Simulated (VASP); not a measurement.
Here is a VASP 6.6.1 calculation.

INCAR

```
PREC = Accurate
ENCUT = 520
EDIFF = 1E-6
ISMEAR = 0
SIGMA = 0.05
LREAL = F
LASPH = T
NELM = 60
ALGO = Normal
ISIF = 2
LWAVE = F
LCHARG = F
GGA = PE
NBANDS = 26
```

Contents of KPOINTS:

```
Automatic mesh
0
Gamma
  12 12 4
```

File POSCAR:

```
C
1.0
    2.5180642186      0.0000000000      0.0000000000
   -1.2590321093      2.1807075817      0.0000000000
    0.0000000000      0.0000000000      8.3046919353
C
8
Direct
   -0.0184268533      0.0000000000      0.0929732494
    0.0184268533      0.0000000000      0.5929732494
    0.0184268533      0.0000000000      0.4070267506
   -0.0184268533      0.0000000000      0.9070267506
    0.3182441395      0.6666666667      0.1555299995
    0.6817558605      0.3333333333      0.6555299995
    0.3484225271      0.6666666667      0.3444700005
    0.6515774729      0.3333333333      0.8444700005
```

Potentials or basis: VASP PAW PBE potentials, release 64 (C).

Command:

```console
$ cat potpaw_PBE.64/C/POTCAR > POTCAR
$ mpirun -np 1 vasp_std > vasp.out
```

Question: Predict the band gap on the k mesh.

Answer: 4.54 eV (least direct gap 5.30 eV).

Question: What does it give for the pressure?

Answer: 0.7 GPa.

Question: What does it give for the largest force?

Answer: 0.314 eV/Å.

Forces on the atoms (eV/Å):
```
C    0.314  0.007 -0.001
C   -0.314 -0.007 -0.001
C   -0.314  0.007  0.001
C    0.314 -0.007  0.001
C    0.251 -0.009  0.009
C   -0.251  0.009  0.009
C   -0.251 -0.009 -0.009
C    0.251  0.009 -0.009
```

Caveat: the cell differs from its parent crystal (atoms displaced along a vibrational mode). A k mesh can miss the band edges.
